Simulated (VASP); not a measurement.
# P (P2/m) in VASP: single point with PBEsol

Aim: the single point of P with PBEsol.

Everything below comes from runs of VASP 6.6.1. Logs are shortened: lines on timing, memory, paths and dates and some standing lists are left out, and cuts for length are marked.

### 1 The cell of the first run

The typed cell holds 1 atom: a = 2.422 Å, b = 2.422 Å, c = 2.426 Å, α = 90.00°, β = 86.57°, γ = 90.00°.

### 2 Single point, PBEsol (shear of c along a, cell held: +6.0 %)

The input, INCAR:

```
PREC = Accurate ; ENCUT = 520
EDIFF = 1E-6 ; ISMEAR = 0
SIGMA = 0.1 ; LREAL = F
LASPH = T ; NELM = 80
ALGO = Normal ; ISIF = 2
LWAVE = F ; LCHARG = F
GGA = PS ; NBANDS = 8
```

The input, KPOINTS:

```
regular mesh
0
Gamma
  18 18 18
```

The input, POSCAR:

```
P
1.0
    2.4216127201      0.0000000000      0.0000000000
    0.0000000000      2.4216127201      0.0000000000
    0.1452967632      0.0000000000      2.4216127201
P
1
Direct
    0.0000000000      0.0000000000      0.0000000000
```

Potentials or basis: VASP PAW PBE potentials, release 64 (P).

Run with:

```console
cat potpaw_PBE.64/P/POTCAR > POTCAR
mpirun -np 1 vasp_std > vasp.out
```

OUTCAR:

```text
PREC = Accurate
   ENCUT = 520
   EDIFF = 1E-6
   ISMEAR = 0
   LREAL = F
   LASPH = T
   NELM = 80
   ISIF = 2
   GGA = PS

 ion  position               nearest neighbor table
   1  0.000  0.000  0.000-

  LATTYP: Found a simple monoclinic cell.
 ALAT       =     2.4216127201
 B/A-ratio  =     1.0000000000
 C/A-ratio  =     1.0017983829
 COS(beta)  =    -0.0598922907

  Lattice vectors:

 A1 = (   2.4216127201,   0.0000000000,   0.0000000000)
 A2 = (   0.0000000000,  -2.4216127201,   0.0000000000)
 A3 = (  -0.1452967632,   0.0000000000,  -2.4216127201)

Analysis of symmetry for initial positions (statically):
=====================================================================
 Subroutine PRICEL returns:
 Original cell was already a primitive cell.

 Routine SETGRP: Setting up the symmetry group for a
 simple monoclinic supercell.

 Subroutine GETGRP returns: Found  4 space group operations
 (whereof  4 operations were pure point group operations)
 out of a pool of  4 trial point group operations.

The static configuration has the point symmetry C_2h.

Analysis of symmetry for dynamics (positions and initial velocities):
=====================================================================
 Subroutine PRICEL returns:
 Original cell was already a primitive cell.

 Routine SETGRP: Setting up the symmetry group for a
 simple monoclinic supercell.

 Subroutine GETGRP returns: Found  4 space group operations
 (whereof  4 operations were pure point group operations)
 out of a pool of  4 trial point group operations.

The dynamic configuration has the point symmetry C_2h.

 Subroutine INISYM returns: Found  4 space group operations
 (whereof  4 operations are pure point group operations),
 and found     1 'primitive' translations

----------------------------------------------------------------------------------------

                                     Primitive cell

  volume of cell :      14.2008

  direct lattice vectors                    reciprocal lattice vectors
     2.421612720  0.000000000  0.000000000     0.412947947  0.000000000 -0.024776877
     0.000000000  2.421612720  0.000000000     0.000000000  0.412947947  0.000000000
     0.145296763  0.000000000  2.421612720     0.000000000  0.000000000  0.412947947

  length of vectors
[... 79 lines left out ...]
   NELM   =     80;   NELMIN=  2; NELMDL= -5     # of ELM steps
   EDIFF  = 0.1E-05   stopping-criterion for ELM
   LREAL  =      F    real-space projection
   EDIFFG = 0.1E-04   stopping-criterion for IOM
   NSW    =      0    number of steps for IOM
   IBRION =     -1    ionic relax: 0-MD 1-quasi-New 2-CG
   NFREE  =      0    steps in history (QN), initial steepest desc. (CG)
   ISIF   =      2    stress and relaxation
   ISYM   =      2    0-nonsym 1-usesym 2-fastsym
   POTIM  = 0.5000    time-step for ionic-motion
   TEBEG  =    0.0;   TEEND  =   0.0 temperature during run
   PSTRESS=    0.0 pullay stress
   NELECT =       5.0000    total number of electrons
   NUPDOWN=      -1.0000    fix difference up-down
   EMIN   =  10.00;   EMAX   =-10.00  energy-range for DOS
   EFERMI =   0.00;   METHOD = LEGACY
   ISMEAR =     0;   SIGMA  =   0.10  broadening in eV -4-tet -1-fermi 0-gaus
   EFERMI_NEDOS =   21; number of points for ismear=-14 and -15
   IALGO  =     38    algorithm
   IMIX   =      4    mixing-type and parameters
     AMIX     =   0.40;   BMIX     =  1.00
     AMIX_MAG =   1.60;   BMIX_MAG =  1.00
  volume/ion in A,a.u.               =      14.20        95.83
  Fermi-wavevector in a.u.,A,eV,Ry     =   1.156006  2.184535 18.182148  1.336350
  Thomas-Fermi vector in A             =   2.292630
   LORBIT       =      0    0 simple, 1 ext, 2 COOP (PROOUT), +10 PAW based schemes
   GGA     = PS    functional components
   LHFCALC =     F    Hartree Fock is set to
   AEXX    =    0.0000 exact exchange contribution
   IVDW    =     0    specifies the selected vdW correction
   LEPSILON=     F    determine dielectric tensor
   LRPA    =     F    only Hartree local field effects (RPA)
 non-spin polarized calculation
 Gauss-broadening in eV      SIGMA  =   0.10
  energy-cutoff  :      520.00
  volume of cell :       14.20
 maximum number of plane-waves:       398
 NGX is ok and might be reduce to    18
   NGX =  9   NGY =  9   NGZ =  9

 number of electron       4.9999997 magnetization

 Free energy of the ion-electron system (eV)
  ---------------------------------------------------
  ext. energy  EPLUGINS =         0.00000000
  ---------------------------------------------------
  free energy    TOTEN  =        -5.75644171 eV

  energy without entropy =       -5.75454884  energy(sigma->0) =       -5.75549528

 E-fermi :   9.8927     XC(G=0): -11.4888

 val. band max:        9.8921276350   @ k =   0.2778   0.3889   0.2222
 cond. band min:       9.9045962598   @ k =   0.2222   0.1667   0.2222
 fundamental gap:      0.0124686248
 Fermi energy:         9.8926707885

 k-point     1 :       0.0000    0.0000    0.0000
  band No.  band energies     occupation
      1      -6.8141      2.00000
      2      14.9037      0.00000
      3      15.1022      0.00000
      4      15.3509      0.00000
      5      16.7586      0.00000
      6      16.8177      0.00000
      7      24.3207      0.00000
      8      34.3883      0.00000
[... 243 lines left out ...]
 k-point    24 :       0.1667    0.1111    0.0000
  band No.  band energies     occupation
      1      -5.8795      2.00000
      2       9.8343      1.59107
      3      12.4254      0.00000
      4      15.7681      0.00000
      5      19.2415      0.00000
      6      22.9231      0.00000
      7      26.6617      0.00000
      8      29.4746      0.00000

 [... further k-points ...]

------------------------ aborting loop because EDIFF is reached ----------------------------------------

  FORCE on cell =-STRESS in cart. coord.  units (eV):
  Direction    XX          YY          ZZ          XY          YZ          ZX
  --------------------------------------------------------------------------------------
  -------------------------------------------------------------------------------------
  Total       -0.0299170      0.0960560     -0.0231121      0.0000000      0.0000000     -0.2969688
  in kB       -3.3753188     10.8373007     -2.6075698      0.0000000      0.0000000    -33.5048281
  external PRESSURE =       1.6181374 kB  Pullay stress =       0.0000000 kB

 VOLUME and BASIS-vectors are now :
 -----------------------------------------------------------------------------
  energy-cutoff  :      520.00
  volume of cell :       14.20
      direct lattice vectors                 reciprocal lattice vectors
     2.421612720  0.000000000  0.000000000     0.412947947  0.000000000 -0.024776877
     0.000000000  2.421612720  0.000000000     0.000000000  0.412947947  0.000000000
     0.145296763  0.000000000  2.421612720     0.000000000  0.000000000  0.412947947

 POSITION                                       TOTAL-FORCE (eV/Angst)
 -----------------------------------------------------------------------------------
      0.00000      0.00000      0.00000         0.000000      0.000000      0.000000
 -----------------------------------------------------------------------------------
    total drift:                               -0.000000      0.000000      0.000000

  FREE ENERGIE OF THE ION-ELECTRON SYSTEM (eV)
  ---------------------------------------------------
  free  energy   TOTEN  =        -5.7564417141 eV

  energy  without entropy=       -5.7545488441  energy(sigma->0) =       -5.75549528
```

Wall time 43 s (1 thread of Intel Xeon 6975P-C (Granite Rapids), shared host); peak memory 0.24 GiB.

Results:

| Property | Result |
| --- | --- |
| Free energy | -5.7564 eV |
| Pressure | 0.2 GPa |

Stress tensor (GPa, compression positive):
```
-0.34  0.00 -3.35
 0.00  1.08  0.00
-3.35  0.00 -0.26
```

Levels at points of the mesh, in eV from the Fermi level:
```tsv
k point	band 1	band 2	band 3	band 4	band 5	band 6	band 7
(0.00, 0.00, 0.00)	-16.71	5.01	5.21	5.46	6.87	6.93	14.43
(0.50, 0.00, 0.00)	-12.20	-8.86	7.94	8.17	9.42	14.47	14.54
(0.00, 0.50, 0.00)	-12.23	-8.87	7.94	8.40	9.58	14.36	14.76
(0.50, 0.50, 0.00)	-7.33	-5.34	-5.32	0.79	10.68	16.29	16.98
(0.00, 0.00, 0.50)	-12.23	-8.86	7.99	8.14	9.41	14.54	14.55
(0.50, 0.00, 0.50)	-7.44	-5.87	-4.76	0.87	10.83	16.76	17.50
(0.00, 0.50, 0.50)	-7.37	-5.35	-5.33	0.79	10.73	16.34	17.03
(0.50, 0.50, 0.50)	-2.64	-2.17	-1.57	-1.38	4.08	4.73	5.19
```

Caveat: the cell differs from its parent crystal (shear of c along a, cell held: +6.0 %); the PAW data sets were made with another functional, which shifts forces and pressure a little.
